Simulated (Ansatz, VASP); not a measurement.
**Two plane-wave programs on Si4C11**

```
C Si
1.0
     5.56848    0.16780    0.07115
     0.16780    5.47492   -0.09433
     0.07115   -0.09433    5.58375
C Si
11 4
Cartesian
  5.6360 5.0781 3.8337
  1.5302 2.5861 2.1057
  3.3689 0.6132 0.8790
  3.7571 3.7681 4.6843
  4.8452 3.7700 3.6438
  1.9775 0.7493 0.5870
  5.3538 0.8493 3.4179
  4.1055 3.2825 2.2570
  2.5156 3.4252 4.1368
  2.6549 3.0798 2.7025
  1.0542 1.7308 1.0717
  0.6826 2.3709 3.7613
  1.1771 4.7190 5.3132
  4.3760 4.4536 0.7557
  4.7637 1.6091 1.6778
```

Alike in both runs: task relaxation of cell and atoms; functional PBE; k mesh 3 × 3 × 3; occupations gaussian, width 0.1 eV; no spin polarisation.

|  | VASP | Ansatz |
| --- | --- | --- |
| version | VASP 6.6.1 | Ansatz 0.2.0 |
| potentials or method | VASP PAW PBE potentials, release 64 (C, Si), cutoff 600 eV | scalar-relativistic, plane waves, PAW |
| valence electrons in the cell | 60 | 60 |

Ansatz gave:

* gap on the k mesh at the Fermi level, each at its own relaxed structure (eV): 0.53
* relaxed volume (Å³/atom): 11.02
* relaxed length of the cell vector where the two differ most in proportion (Å): 5.510

Task: Estimate VASP's values.

Result: gap on the k mesh at the Fermi level, each at its own relaxed structure (eV): 0.51; relaxed volume (Å³/atom): 10.96; relaxed length of the cell vector where the two differ most in proportion (Å): 5.487.
